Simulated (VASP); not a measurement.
# Te2Mo in VASP: single point with PBE+D3(BJ)

Aim: the single point of Te2Mo with PBE+D3(BJ).

All numbers are computed with VASP 6.6.1; they aren't measurements. Logs are shortened: lines on timing, memory, paths and dates and some standing lists are left out, and cuts for length are marked.

### 1 The cell of the first run

The cell holds a slab with vacuum, 6 atoms: a = 3.504 Å, b = 3.504 Å, c = 47.136 Å, α = 90.00°, β = 90.00°, γ = 120.00°.

### 2 Single point, PBE+D3(BJ)

INCAR reads:

```
ALGO = Normal
DIPOL = 0.5 0.5 0.500
EDIFF = 1E-6
ENCUT = 520
GGA = PE
IDIPOL = 3
ISIF = 2
ISMEAR = 0
IVDW = 12
LASPH = True
LCHARG = False
LDIPOL = True
LREAL = False
LWAVE = False
NBANDS = 35
NELM = 60
PREC = Accurate
SIGMA = 0.02
```

KPOINTS reads:

```
k-points
0
Gamma
  12 12 1
```

POSCAR reads:

```
Te2Mo
1.0
    3.5038922592      0.0000000000      0.0000000000
   -1.7519461296      3.0344597086      0.0000000000
    0.0000000000      0.0000000000     47.1356669931
Te Mo
4 2
Direct
    0.3333333333      0.6666666667      0.3809251449
    0.3333333333      0.6666666667      0.4579960790
    0.3333333333      0.6666666667      0.5420038707
    0.3333333333      0.6666666667      0.6190745588
    0.6666666667      0.3333333333      0.4194592468
    0.0000000000      0.0000000000      0.5805410999
```

Potentials or basis: VASP PAW PBE potentials, release 64 (Te, Mo_sv).

Started as:

```bash
cat potpaw_PBE.64/Te/POTCAR potpaw_PBE.64/Mo_sv/POTCAR > POTCAR
mpirun -np 1 vasp_std > vasp.out
```

OUTCAR:

```text
EDIFF = 1E-6
   ENCUT = 520
   GGA = PE
   ISIF = 2
   ISMEAR = 0
   IVDW = 12
   LASPH = True
   LREAL = False
   NELM = 60
   PREC = Accurate
 IVDW          = 12

 ion  position               nearest neighbor table
   1  0.333  0.667  0.381-   5 2.72   5 2.72   5 2.72   2 3.63
   2  0.333  0.667  0.458-   5 2.72   5 2.72   5 2.72   1 3.63
   3  0.333  0.667  0.542-   6 2.72   6 2.72   6 2.72   4 3.63
   4  0.333  0.667  0.619-   6 2.72   6 2.72   6 2.72   3 3.63
   5  0.667  0.333  0.419-   1 2.72   1 2.72   1 2.72   2 2.72   2 2.72   2 2.72
   6  0.000  0.000  0.581-   4 2.72   4 2.72   4 2.72   3 2.72   3 2.72   3 2.72

  LATTYP: Found a hexagonal cell.
 ALAT       =     3.5038922592
 C/A-ratio  =    13.4523733911

  Lattice vectors:

 A1 = (   3.5038922592,   0.0000000000,   0.0000000000)
 A2 = (  -1.7519461296,   3.0344597086,   0.0000000000)
 A3 = (   0.0000000000,   0.0000000000,  47.1356669931)

Analysis of symmetry for initial positions (statically):
=====================================================================
 Subroutine PRICEL returns:
 Original cell was already a primitive cell.

 Routine SETGRP: Setting up the symmetry group for a
 hexagonal supercell.

 Subroutine GETGRP returns: Found 12 space group operations
 (whereof  6 operations were pure point group operations)
 out of a pool of 24 trial point group operations.

The static configuration has the point symmetry C_3v.
 The point group associated with its full space group is D_3d.

Analysis of symmetry for dynamics (positions and initial velocities):
=====================================================================
 Subroutine PRICEL returns:
 Original cell was already a primitive cell.

 Routine SETGRP: Setting up the symmetry group for a
 hexagonal supercell.

 Subroutine GETGRP returns: Found 12 space group operations
 (whereof  6 operations were pure point group operations)
 out of a pool of 24 trial point group operations.

The dynamic configuration has the point symmetry C_3v.
 The point group associated with its full space group is D_3d.

 Subroutine INISYM returns: Found 12 space group operations
 (whereof  6 operations are pure point group operations),
 and found     1 'primitive' translations

----------------------------------------------------------------------------------------

                                     Primitive cell

  volume of cell :     501.1662
[... 98 lines left out ...]
   ISYM   =      2    0-nonsym 1-usesym 2-fastsym
   POTIM  = 0.5000    time-step for ionic-motion
   TEBEG  =    0.0;   TEEND  =   0.0 temperature during run
   PSTRESS=    0.0 pullay stress
   NELECT =      52.0000    total number of electrons
   NUPDOWN=      -1.0000    fix difference up-down
   EMIN   =  10.00;   EMAX   =-10.00  energy-range for DOS
   EFERMI =   0.00;   METHOD = LEGACY
   ISMEAR =     0;   SIGMA  =   0.02  broadening in eV -4-tet -1-fermi 0-gaus
   EFERMI_NEDOS =   21; number of points for ismear=-14 and -15
   IALGO  =     38    algorithm
   IMIX   =      4    mixing-type and parameters
     AMIX     =   0.40;   BMIX     =  1.00
     AMIX_MAG =   1.60;   BMIX_MAG =  1.00
  volume/ion in A,a.u.               =      83.53       563.67
  Fermi-wavevector in a.u.,A,eV,Ry     =   0.769276  1.453720  8.051725  0.591785
  Thomas-Fermi vector in A             =   1.870230
   LORBIT       =      0    0 simple, 1 ext, 2 COOP (PROOUT), +10 PAW based schemes
   GGA     = PE    functional components
   LHFCALC =     F    Hartree Fock is set to
   AEXX    =    0.0000 exact exchange contribution
   IVDW    =    12    specifies the selected vdW correction
   LEPSILON=     F    determine dielectric tensor
   LRPA    =     F    only Hartree local field effects (RPA)
 non-spin polarized calculation
 Gauss-broadening in eV      SIGMA  =   0.02
  energy-cutoff  :      520.00
  volume of cell :      501.17
 maximum number of plane-waves:     13687
 NGX is ok and might be reduce to    28
   NGX = 13   NGY = 13   NGZ =175

 number of electron      51.9999999 magnetization

 dipolmoment           0.000000      0.000000      0.000351 electrons x Angstroem

 Free energy of the ion-electron system (eV)
  ---------------------------------------------------
  ext. energy  EPLUGINS =         0.00000000
  ---------------------------------------------------
  free energy    TOTEN  =       -35.96925226 eV

  energy without entropy =      -35.96925226  energy(sigma->0) =      -35.96925226

 E-fermi :  -0.8994     XC(G=0):  -3.4107

 val. band max:       -1.0004112192   @ k =   0.3333   0.3333   0.0000
 cond. band min:       0.1265915841   @ k =   0.2500   0.1667   0.0000
 fundamental gap:      1.1270028033
 Fermi energy:        -0.8994132115

 k-point     1 :       0.0000    0.0000    0.0000
  band No.  band energies     occupation
      1     -61.6514      2.00000
      2     -61.6490      2.00000
      3     -35.8294      2.00000
      4     -35.8271      2.00000
      5     -35.6839      2.00000
      6     -35.6839      2.00000
[... 711 lines left out ...]
     34       3.4081      0.00000
     35       3.7793      0.00000

------------------------ aborting loop because EDIFF is reached ----------------------------------------

 vacuum level on the upper side and lower side of the slab       (xc-potential included)        -0.121        -0.127

 Edisp (eV)   -2.68893

 E8    (eV) :    -1.2749

  FORCE on cell =-STRESS in cart. coord.  units (eV):
  Direction    XX          YY          ZZ          XY          YZ          ZX
  --------------------------------------------------------------------------------------
  -------------------------------------------------------------------------------------
  Total      -0.18007    -0.18007     0.06828    -0.00000     0.00000    -0.00000
  in kB      -0.57566    -0.57566     0.21829    -0.00000     0.00000    -0.00000
  external pressure =       -0.31 kB  Pullay stress =        0.00 kB

 VOLUME and BASIS-vectors are now :
 -----------------------------------------------------------------------------
  energy-cutoff  :      520.00
  volume of cell :      501.17
      direct lattice vectors                 reciprocal lattice vectors
     3.503892259  0.000000000  0.000000000     0.285396903  0.164773979  0.000000000
    -1.751946130  3.034459709  0.000000000     0.000000000  0.329547958  0.000000000
     0.000000000  0.000000000 47.135666993     0.000000000  0.000000000  0.021215357

 POSITION                                       TOTAL-FORCE (eV/Angst)
 -----------------------------------------------------------------------------------
     -0.00000      2.02297     17.95516         0.000000      0.000000     -0.008169
     -0.00000      2.02297     21.58795         0.000000      0.000000      0.016399
     -0.00000      2.02297     25.54771        -0.000000     -0.000000     -0.016399
     -0.00000      2.02297     29.18049        -0.000000     -0.000000      0.008169
      1.75195      1.01149     19.77149         0.000000     -0.000000     -0.008250
      0.00000      0.00000     27.36419        -0.000000      0.000000      0.008250
 -----------------------------------------------------------------------------------
    total drift:                               -0.000000      0.000000      0.030968

  FREE ENERGIE OF THE ION-ELECTRON SYSTEM (eV)
  ---------------------------------------------------
  free  energy   TOTEN  =       -38.6581790857 eV

  energy  without entropy=      -38.6581790857  energy(sigma->0) =      -38.65817909

 vacuum level on the upper side and lower side of the slab         3.746         3.740
```

OSZICAR:

```text
N       E                     dE             d eps       ncg     rms          rms(c)
DAV:   1     0.406799100114E+03    0.40680E+03   -0.23455E+04  1650   0.112E+03
DAV:   2    -0.281140410704E+01   -0.40961E+03   -0.39857E+03  1827   0.252E+02
DAV:   3    -0.361405145517E+02   -0.33329E+02   -0.32835E+02  1692   0.652E+01
DAV:   4    -0.372686913846E+02   -0.11282E+01   -0.11171E+01  1867   0.120E+01
[... 17 lines left out ...]
DAV:  22    -0.359692440672E+02   -0.94796E-05   -0.16881E-07  1006   0.847E-04    0.406E-04
DAV:  23    -0.359692487050E+02   -0.46378E-05   -0.91971E-08   943   0.667E-04    0.554E-04
DAV:  24    -0.359692506413E+02   -0.19363E-05   -0.32627E-08   838   0.509E-04    0.717E-04
DAV:  25    -0.359692520365E+02   -0.13951E-05   -0.26582E-08   849   0.321E-04    0.204E-04
DAV:  26    -0.359692522589E+02   -0.22245E-06   -0.17348E-09   761   0.217E-04
   1 F= -.38658179E+02 E0= -.38658179E+02  d E =-.171011E-14
```

Run time: 26 min. Hardware: 1 thread of AMD EPYC 7R43 (Zen 3), shared host; peak memory 0.74 GiB.

Results:

```
Free energy                : -38.6582 eV
Largest force              : 0.016 eV/Å
Band gap on the k mesh     : 1.13 eV (least direct gap 1.19 eV)
Dispersion energy per atom : -0.448 eV
```

Forces in eV/Å, atoms in the order of the input:
```
Te   0.000  0.000 -0.008
Te   0.000  0.000  0.016
Te   0.000  0.000 -0.016
Te   0.000  0.000  0.008
Mo   0.000  0.000 -0.008
Mo   0.000  0.000  0.008
```

Caveat: spin-orbit coupling is left out, which moves the levels of the heavy elements.
